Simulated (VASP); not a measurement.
# MgB2 (P6/mmm) in VASP: notebook

The runs below take MgB2 through single point, with PBE.

Everything below comes from runs of VASP 6.6.1. Logs are shortened: lines on timing, memory, paths and dates and some standing lists are left out, and cuts for length are marked.

## 1. The cell of the first run

The structure is hexagonal, space group P6/mmm (No. 191). Conventional cell: a = 3.064 Å, b = 3.064 Å, c = 3.499 Å, α = 90.00°, β = 90.00°, γ = 120.00°. Within 3.3 Å of Mg (site symmetry 6/mmm) lie 12 B at 2.49 Å and 6 Mg at 3.06 Å. B (site symmetry -6m2) has 3 B at 1.77 Å within 2.3 Å.

## 2. Single point, PBE (volume scaled by 0.98)

The input, INCAR:

```
SYSTEM = MgB2
ALGO = Normal ; EDIFF = 1E-7
ENCUT = 520 ; GGA = PE
ISIF = 2 ; ISMEAR = -1
LASPH = .TRUE. ; LCHARG = .TRUE.
LELF = .TRUE. ; LREAL = .FALSE.
LVHAR = .TRUE. ; LWAVE = .FALSE.
NBANDS = 11 ; NELM = 100
PREC = Accurate ; SIGMA = 0.05
```

The input, KPOINTS:

```
k-points
0
G
  10 10 8
  0 0 0
```

The input, POSCAR:

```
MgB2
1.0
    3.0642946782      0.0000000000      0.0000000000
   -1.5321473391      2.6537570360      0.0000000000
    0.0000000000      0.0000000000      3.4993549923
Mg B
1 2
Direct
    0.0000000000      0.0000000000      0.0000000000
    0.6666666667      0.3333333333      0.5000000000
    0.3333333333      0.6666666667      0.5000000000
```

Potentials or basis: VASP PAW PBE potentials, release 64 (Mg, B).

Started as:

```bash
$ cat potpaw_PBE.64/Mg/POTCAR potpaw_PBE.64/B/POTCAR > POTCAR
$ mpirun -np 1 vasp_std > vasp.out
```

OUTCAR:

```text
SYSTEM = MgB2
   EDIFF = 1E-7
   ENCUT = 520
   GGA = PE
   ISIF = 2
   ISMEAR = -1
   LASPH = .TRUE.
   LREAL = .FALSE.
   NELM = 100
   PREC = Accurate

 ion  position               nearest neighbor table
   1  0.000  0.000  0.000-   2 2.49   3 2.49   2 2.49   3 2.49   3 2.49   3 2.49   2 2.49   2 2.49
                             2 2.49   2 2.49   3 2.49   3 2.49
   2  0.667  0.333  0.500-   3 1.77   3 1.77   3 1.77   1 2.49   1 2.49   1 2.49   1 2.49   1 2.49
                             1 2.49
   3  0.333  0.667  0.500-   2 1.77   2 1.77   2 1.77   1 2.49   1 2.49   1 2.49   1 2.49   1 2.49
                             1 2.49

  LATTYP: Found a hexagonal cell.
 ALAT       =     3.0642946782
 C/A-ratio  =     1.1419773096

  Lattice vectors:

 A1 = (   3.0642946782,   0.0000000000,   0.0000000000)
 A2 = (  -1.5321473391,   2.6537570360,   0.0000000000)
 A3 = (   0.0000000000,   0.0000000000,   3.4993549923)

Analysis of symmetry for initial positions (statically):
=====================================================================
 Subroutine PRICEL returns:
 Original cell was already a primitive cell.

 Routine SETGRP: Setting up the symmetry group for a
 hexagonal supercell.

 Subroutine GETGRP returns: Found 24 space group operations
 (whereof 24 operations were pure point group operations)
 out of a pool of 24 trial point group operations.

The static configuration has the point symmetry D_6h.

Analysis of symmetry for dynamics (positions and initial velocities):
=====================================================================
 Subroutine PRICEL returns:
 Original cell was already a primitive cell.

 Routine SETGRP: Setting up the symmetry group for a
 hexagonal supercell.

 Subroutine GETGRP returns: Found 24 space group operations
 (whereof 24 operations were pure point group operations)
 out of a pool of 24 trial point group operations.

The dynamic configuration has the point symmetry D_6h.

 Subroutine INISYM returns: Found 24 space group operations
 (whereof 24 operations are pure point group operations),
 and found     1 'primitive' translations

----------------------------------------------------------------------------------------

                                     Primitive cell

  volume of cell :      28.4564

  direct lattice vectors                    reciprocal lattice vectors
     3.064294678  0.000000000  0.000000000     0.326339372  0.188412124  0.000000000
    -1.532147339  2.653757036  0.000000000     0.000000000  0.376824248  0.000000000
     0.000000000  0.000000000  3.499354992     0.000000000  0.000000000  0.285766949

  length of vectors
[... 92 lines left out ...]
   POTIM  = 0.5000    time-step for ionic-motion
   TEBEG  =    0.0;   TEEND  =   0.0 temperature during run
   PSTRESS=    0.0 pullay stress
   NELECT =       8.0000    total number of electrons
   NUPDOWN=      -1.0000    fix difference up-down
   EMIN   =  10.00;   EMAX   =-10.00  energy-range for DOS
   EFERMI =   0.00;   METHOD = LEGACY
   ISMEAR =    -1;   SIGMA  =   0.05  broadening in eV -4-tet -1-fermi 0-gaus
   EFERMI_NEDOS =   21; number of points for ismear=-14 and -15
   IALGO  =     38    algorithm
   IMIX   =      4    mixing-type and parameters
     AMIX     =   0.40;   BMIX     =  1.00
     AMIX_MAG =   1.60;   BMIX_MAG =  1.00
  volume/ion in A,a.u.               =       9.49        64.01
  Fermi-wavevector in a.u.,A,eV,Ry     =   1.072453  2.026642 15.648814  1.150155
  Thomas-Fermi vector in A             =   2.208223
   LORBIT       =      0    0 simple, 1 ext, 2 COOP (PROOUT), +10 PAW based schemes
   GGA     = PE    functional components
   LHFCALC =     F    Hartree Fock is set to
   AEXX    =    0.0000 exact exchange contribution
   IVDW    =     0    specifies the selected vdW correction
   LEPSILON=     F    determine dielectric tensor
   LRPA    =     F    only Hartree local field effects (RPA)
 non-spin polarized calculation
  energy-cutoff  :      520.00
  volume of cell :       28.46
 maximum number of plane-waves:       781
 NGX is ok and might be reduce to    24
   NGX = 11   NGY = 11   NGZ = 13

 number of electron       8.0000000 magnetization

 Free energy of the ion-electron system (eV)
  ---------------------------------------------------
  ext. energy  EPLUGINS =         0.00000000
  ---------------------------------------------------
  free energy    TOTEN  =       -15.32196205 eV

  energy without entropy =      -15.31570271  energy(sigma->0) =      -15.31883238

 E-fermi :   5.4519     XC(G=0): -10.9895

 val. band max:        5.4408948406   @ k =   0.1000   0.0000   0.1250
 cond. band min:       5.4570403287   @ k =   0.3000   0.2000   0.0000
 fundamental gap:      0.0161454880
 Fermi energy:         5.4519008431

 k-point     1 :       0.0000    0.0000    0.0000
  band No.  band energies     occupation
      1      -7.1242      2.00000
      2       2.4339      2.00000
      3       5.7910      0.00227
      4       5.7910      0.00227
      5       7.1085      0.00000
      6      11.8017      0.00000
      7      11.8017      0.00000
      8      13.7028      0.00000
      9      15.5193      0.00000
     10      18.2861      0.00000
     11      21.7285      0.00000
[... 309 lines left out ...]
 k-point    24 :       0.4000    0.1000    0.1250
  band No.  band energies     occupation
      1      -3.4660      2.00000
      2      -1.6966      2.00000
      3       2.5636      2.00000
      4       4.7282      2.00000
      5       7.6467      0.00000
      6      10.6965      0.00000
      7      11.8550      0.00000
      8      13.8195      0.00000
      9      15.7147      0.00000
     10      19.0375      0.00000
     11      19.9849      0.00000

 [... further k-points ...]
[... 5 lines left out ...]
  --------------------------------------------------------------------------------------
  -------------------------------------------------------------------------------------
  Total        0.4281697      0.4281697      0.1851088      0.0000000      0.0000000      0.0000000
  in kB       24.1072029     24.1072029     10.4221654      0.0000000      0.0000000      0.0000000
  external PRESSURE =      19.5455237 kB  Pullay stress =       0.0000000 kB

 VOLUME and BASIS-vectors are now :
 -----------------------------------------------------------------------------
  energy-cutoff  :      520.00
  volume of cell :       28.46
      direct lattice vectors                 reciprocal lattice vectors
     3.064294678  0.000000000  0.000000000     0.326339372  0.188412124  0.000000000
    -1.532147339  2.653757036  0.000000000     0.000000000  0.376824248  0.000000000
     0.000000000  0.000000000  3.499354992     0.000000000  0.000000000  0.285766949

 POSITION                                       TOTAL-FORCE (eV/Angst)
 -----------------------------------------------------------------------------------
      0.00000      0.00000      0.00000        -0.000000      0.000000      0.000000
      1.53215      0.88459      1.74968         0.000000      0.000000      0.000000
     -0.00000      1.76917      1.74968        -0.000000     -0.000000      0.000000
 -----------------------------------------------------------------------------------
    total drift:                                0.000000     -0.000000      0.000000

  FREE ENERGIE OF THE ION-ELECTRON SYSTEM (eV)
  ---------------------------------------------------
  free  energy   TOTEN  =       -15.3219620486 eV

  energy  without entropy=      -15.3157027142  energy(sigma->0) =      -15.31883238
```

It took 7 s on 1 thread of Intel Xeon 6975P-C (Granite Rapids), shared host; peak memory 0.15 GiB.

Results:

* Free energy: -15.3220 eV
* Pressure: 2.0 GPa
* Band gap on the k mesh: zero (band 4 reaches 6.54 eV, above the bottom of band 5 at 4.05 eV)

Caveat: the cell differs from its parent crystal (volume scaled by 0.98).

## 3. Single point, PBE (volume scaled by 1.02)

The input, INCAR:

```
SYSTEM = MgB2
ALGO = Normal
EDIFF = 1E-6
ENCUT = 520
GGA = PE
ISIF = 2
ISMEAR = -1
LASPH = .True.
LCHARG = .True.
LELF = .True.
LREAL = .False.
LVHAR = .True.
LWAVE = .False.
NBANDS = 11
NELM = 80
PREC = Accurate
SIGMA = 0.05
```

The input, KPOINTS:

```
k-points
0
Gamma
  10 10 8
  0 0 0
```

The input, POSCAR:

```
MgB2
1.0
    3.1054310590      0.0000000000      0.0000000000
   -1.5527155295      2.6893821868      0.0000000000
    0.0000000000      0.0000000000      3.5463318058
Mg B
1 2
Direct
    0.0000000000      0.0000000000      0.0000000000
    0.6666666667      0.3333333333      0.5000000000
    0.3333333333      0.6666666667      0.5000000000
```

Potentials or basis: VASP PAW PBE potentials, release 64 (Mg, B).

Started as:

```bash
$ cat potpaw_PBE.64/Mg/POTCAR potpaw_PBE.64/B/POTCAR > POTCAR
$ mpirun -np 1 vasp_std > vasp.out
```

Wall time 6.6 s (1 thread of Intel Xeon 6975P-C (Granite Rapids), shared host); peak memory 0.15 GiB.

Results (log left out):

```
Free energy            : -15.3143 eV
Pressure               : -4.0 GPa
Band gap on the k mesh : zero (band 4 reaches 6.24 eV, above the bottom of band 5 at 3.82 eV)
```

Stress tensor (GPa, compression positive):
```
-4.33  0.00  0.00
 0.00 -4.33  0.00
 0.00  0.00 -3.37
```

Levels at points of the mesh, in eV from the Fermi level:
```
           k point  band 2  band 3  band 4  band 5  band 6  band 7
(0.00, 0.00, 0.00)   -2.93    0.32    0.32    1.56    6.18    6.18
(0.50, 0.00, 0.00)   -7.78   -2.18    0.18    2.99    3.78    5.19
(0.00, 0.00, 0.50)   -7.37    0.68    0.68    6.52    6.52    7.78
(0.50, 0.00, 0.50)   -6.88   -3.55   -1.89   -1.33    5.53    8.54
```

Caveat: the cell differs from its parent crystal (volume scaled by 1.02).

## 4. Single point, PBE

This run uses another cell than the first one, of 9.68 Å³/atom, 1.020 times its volume.

The input, INCAR:

```
SYSTEM = MgB2
PREC = Accurate
ENCUT = 520
EDIFF = 1E-6
ISMEAR = 0
SIGMA = 0.011
LREAL = .FALSE.
LASPH = .TRUE.
NELM = 80
ALGO = Normal
ISIF = 2
LWAVE = .FALSE.
LCHARG = .TRUE.
GGA = PE
LELF = .TRUE.
LVHAR = .TRUE.
NBANDS = 11
```

The input, KPOINTS:

```
Automatic mesh
0
G
  10 10 8
  0 0 0
```

The input, POSCAR:

```
MgB2
1.0
    3.0850000000      0.0000000000      0.0000000000
   -1.5425000000      2.6716883707      0.0000000000
    0.0000000000      0.0000000000      3.5230000000
Mg B
1 2
Direct
    0.0000000000      0.0000000000      0.0000000000
    0.6666666667      0.3333333333      0.5000000000
    0.3333333333      0.6666666667      0.5000000000
```

Potentials or basis: VASP PAW PBE potentials, release 64 (Mg, B).

Started as:

```bash
$ cat potpaw_PBE.64/Mg/POTCAR potpaw_PBE.64/B/POTCAR > POTCAR
$ mpirun -np 1 vasp_std > vasp.out
```

OUTCAR:

```text
SYSTEM = MgB2
   PREC = Accurate
   ENCUT = 520
   EDIFF = 1E-6
   ISMEAR = 0
   LREAL = .FALSE.
   LASPH = .TRUE.
   NELM = 80
   ISIF = 2
   GGA = PE

 ion  position               nearest neighbor table
   1  0.000  0.000  0.000-   2 2.51   3 2.51   2 2.51   3 2.51   2 2.51   2 2.51   3 2.51   3 2.51
                             2 2.51   2 2.51   3 2.51   3 2.51
   2  0.667  0.333  0.500-   3 1.78   3 1.78   3 1.78   1 2.51   1 2.51   1 2.51   1 2.51   1 2.51
                             1 2.51
   3  0.333  0.667  0.500-   2 1.78   2 1.78   2 1.78   1 2.51   1 2.51   1 2.51   1 2.51   1 2.51
                             1 2.51

  LATTYP: Found a hexagonal cell.
 ALAT       =     3.0850000000
 C/A-ratio  =     1.1419773096

  Lattice vectors:

 A1 = (   3.0850000000,   0.0000000000,   0.0000000000)
 A2 = (  -1.5425000000,   2.6716883707,   0.0000000000)
 A3 = (   0.0000000000,   0.0000000000,   3.5230000000)

Analysis of symmetry for initial positions (statically):
=====================================================================
 Subroutine PRICEL returns:
 Original cell was already a primitive cell.

 Routine SETGRP: Setting up the symmetry group for a
 hexagonal supercell.

 Subroutine GETGRP returns: Found 24 space group operations
 (whereof 24 operations were pure point group operations)
 out of a pool of 24 trial point group operations.

The static configuration has the point symmetry D_6h.

Analysis of symmetry for dynamics (positions and initial velocities):
=====================================================================
 Subroutine PRICEL returns:
 Original cell was already a primitive cell.

 Routine SETGRP: Setting up the symmetry group for a
 hexagonal supercell.

 Subroutine GETGRP returns: Found 24 space group operations
 (whereof 24 operations were pure point group operations)
 out of a pool of 24 trial point group operations.

The dynamic configuration has the point symmetry D_6h.

 Subroutine INISYM returns: Found 24 space group operations
 (whereof 24 operations are pure point group operations),
 and found     1 'primitive' translations

[... 122 lines left out ...]
   LHFCALC =     F    Hartree Fock is set to
   AEXX    =    0.0000 exact exchange contribution
   IVDW    =     0    specifies the selected vdW correction
   LEPSILON=     F    determine dielectric tensor
   LRPA    =     F    only Hartree local field effects (RPA)
 non-spin polarized calculation
 Gauss-broadening in eV      SIGMA  =   0.01
  energy-cutoff  :      520.00
  volume of cell :       29.04
 maximum number of plane-waves:       806
 NGX is ok and might be reduce to    24
   NGX = 11   NGY = 11   NGZ = 13

 number of electron       8.0000000 magnetization

 Free energy of the ion-electron system (eV)
  ---------------------------------------------------
  ext. energy  EPLUGINS =         0.00000000
  ---------------------------------------------------
  free energy    TOTEN  =       -15.32040140 eV

  energy without entropy =      -15.32033596  energy(sigma->0) =      -15.32036868

 E-fermi :   5.3033     XC(G=0): -10.9098

 val. band max:        5.2960338947   @ k =   0.1000   0.0000   0.1250
 cond. band min:       5.3219302482   @ k =   0.3000   0.2000   0.0000
 fundamental gap:      0.0258963535
 Fermi energy:         5.3033037921

 k-point     1 :       0.0000    0.0000    0.0000
  band No.  band energies     occupation
      1      -7.1420      2.00000
      2       2.3334      2.00000
      3       5.6406      0.00000
      4       5.6406      0.00000
      5       6.9119      0.00000
      6      11.5756      0.00000
      7      11.5756      0.00000
      8      13.3407      0.00000
      9      15.2015      0.00000
     10      17.9244      0.00000
     11      21.3942      0.00000
[... 309 lines left out ...]
 k-point    24 :       0.4000    0.1000    0.1250
  band No.  band energies     occupation
      1      -3.5314      2.00000
      2      -1.7696      2.00000
      3       2.4573      2.00000
      4       4.5990      2.00000
      5       7.4752      0.00000
      6      10.4700      0.00000
      7      11.5888      0.00000
      8      13.5017      0.00000
      9      15.4139      0.00000
     10      18.6602      0.00000
     11      19.6048      0.00000

 [... further k-points ...]
[... 5 lines left out ...]
  --------------------------------------------------------------------------------------
  -------------------------------------------------------------------------------------
  Total       -0.1278548     -0.1278548     -0.3473134     -0.0000000     -0.0000000      0.0000000
  in kB       -7.0546251     -7.0546251    -19.1636627     -0.0000000     -0.0000000      0.0000000
  external PRESSURE =     -11.0909710 kB  Pullay stress =       0.0000000 kB

 VOLUME and BASIS-vectors are now :
 -----------------------------------------------------------------------------
  energy-cutoff  :      520.00
  volume of cell :       29.04
      direct lattice vectors                 reciprocal lattice vectors
     3.085000000  0.000000000  0.000000000     0.324149109  0.187147575  0.000000000
    -1.542500000  2.671688371  0.000000000     0.000000000  0.374295150  0.000000000
     0.000000000  0.000000000  3.523000000     0.000000000  0.000000000  0.283848992

 POSITION                                       TOTAL-FORCE (eV/Angst)
 -----------------------------------------------------------------------------------
      0.00000      0.00000      0.00000        -0.000000      0.000000      0.000000
      1.54250      0.89056      1.76150        -0.000000      0.000000     -0.000000
     -0.00000      1.78113      1.76150         0.000000     -0.000000      0.000000
 -----------------------------------------------------------------------------------
    total drift:                                0.000000     -0.000000      0.000000

  FREE ENERGIE OF THE ION-ELECTRON SYSTEM (eV)
  ---------------------------------------------------
  free  energy   TOTEN  =       -15.3204013953 eV

  energy  without entropy=      -15.3203359559  energy(sigma->0) =      -15.32036868
```

OSZICAR:

```text
N       E                     dE             d eps       ncg     rms          rms(c)
DAV:   1     0.353089790767E+01    0.35309E+01   -0.37830E+03  1708   0.609E+02
DAV:   2    -0.164791742793E+02   -0.20010E+02   -0.18803E+02  1969   0.107E+02
DAV:   3    -0.169988596876E+02   -0.51969E+00   -0.51876E+00  1971   0.140E+01
DAV:   4    -0.170001464362E+02   -0.12867E-02   -0.12867E-02  1772   0.779E-01
DAV:   5    -0.170001524034E+02   -0.59672E-05   -0.59675E-05  1912   0.532E-02    0.521E+00
DAV:   6    -0.155811278107E+02    0.14190E+01   -0.17644E+00  1732   0.613E+00    0.252E+00
DAV:   7    -0.153245771123E+02    0.25655E+00   -0.99627E-01  1804   0.458E+00    0.749E-01
DAV:   8    -0.153262787189E+02   -0.17016E-02   -0.78731E-02  1749   0.157E+00    0.338E-01
DAV:   9    -0.153206738810E+02    0.56048E-02   -0.11839E-02  1708   0.506E-01    0.882E-02
DAV:  10    -0.153204019812E+02    0.27190E-03   -0.13384E-03  1864   0.189E-01    0.267E-02
DAV:  11    -0.153204027383E+02   -0.75705E-06   -0.34359E-05  1743   0.420E-02    0.498E-03
DAV:  12    -0.153204013698E+02    0.13685E-05   -0.50302E-06  1794   0.103E-02    0.135E-03
DAV:  13    -0.153204013953E+02   -0.25507E-07   -0.13073E-07   899   0.269E-03
   1 F= -.15320401E+02 E0= -.15320369E+02  d E =-.654394E-04
```

stdout:

```text
POSCAR found type information on POSCAR MgB
 POSCAR found :  2 types and       3 ions
 scaLAPACK will be used
 LDA part: xc-table for (Slater+PW92), standard interpolation
 POSCAR, INCAR and KPOINTS ok, starting setup
 FFT: planning ... GRIDC
 FFT: planning ... GRID_SOFT
 FFT: planning ... GRID
 WAVECAR not read
 entering main loop
```

Wall time 13 s (1 thread of Intel Xeon Platinum 8375C at 2.90GHz (Ice Lake), shared host); peak memory 0.16 GiB.

Results:

```yaml
Free_energy: -15.3204 eV
Pressure: -1.1 GPa
Band_gap_on_the_k_mesh: zero (band 4 reaches 6.39 eV, above the bottom of band 5 at 3.93 eV)
```

Stress tensor (GPa, compression positive):
```
-0.71  0.00  0.00
 0.00 -0.71  0.00
 0.00  0.00 -1.92
```

## 5. The runs side by side

| cell | smearing | gap on the mesh (eV) | pressure (GPa) |
| --- | --- | --- | --- |
| a = 3.064, b = 3.064, c = 3.499 Å, angles 90.0, 90.0, 120.0°, 3 atoms | fermi-dirac 0.05 eV | none | 2.0 |
| a = 3.105, b = 3.105, c = 3.546 Å, angles 90.0, 90.0, 120.0°, 3 atoms | fermi-dirac 0.05 eV | none | -4.0 |
| a = 3.085, b = 3.085, c = 3.523 Å, angles 90.0, 90.0, 120.0°, 3 atoms | gaussian 0.011 eV | none | -1.1 |

Alike in all rows: task single point; level PBE; potentials or basis VASP PAW PBE potentials, release 64 (Mg, B); no spin polarisation; k mesh 10 × 10 × 8; cutoff (eV) 520.

Absolute energies hang on the potentials; compare differences alone.
